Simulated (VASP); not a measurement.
Runs of VASP 6.6.1 on CsBr. It takes space group Pm-3m (No. 221, cubic). Conventional cell: a = 4.319 Å, b = 4.319 Å, c = 4.319 Å, α = 90.00°, β = 90.00°, γ = 90.00°. Cs (site symmetry m-3m) has 8 Br at 3.74 Å and 6 Cs at 4.32 Å within 4.9 Å. Within 4.9 Å of Br (site symmetry m-3m) lie 8 Cs at 3.74 Å and 6 Br at 4.32 Å. 

```tsv
level	potentials or basis	k mesh	cutoff (eV)	grid for exact exchange (PRECFOCK)	screening parameter	share of exact exchange	gap on the mesh (eV)	pressure (GPa)
LDA	VASP PAW LDA potentials, release 64 (Cs_sv, Br)	2 × 2 × 2	500	-	-	-	3.97	-1.0
HSE06	VASP PAW PBE potentials, release 64 (Cs_sv, Br)	2 × 2 × 2	400	Normal	0.2079 1/Å	-	(a)	(c)
PBE-based screened hybrid	VASP PAW PBE potentials, release 64 (Cs_sv, Br)	4 × 4 × 4	400	Normal	0.3 1/Å	0.15	(b)	0.5
PBE-based screened hybrid	VASP PAW PBE potentials, release 64 (Cs_sv, Br)	4 × 4 × 4	400	Normal	0.5 1/Å	0.5	5.64	0.1
```

Alike in all rows: task single point; no spin polarisation; cell as given; smearing gaussian 0.01 eV.

Task: Estimate the missing entries.

Result: (a) 5.61; (b) 4.99; (c) 0.9.

Caveats: some runs use coarse meshes; spin-orbit coupling is left out, which moves the levels of the heavy elements; the PAW data sets were made with another functional, which shifts forces and pressure a little (some runs).

A k mesh can miss the band edges, and the runs leave out spin-orbit coupling on Br, Cs.
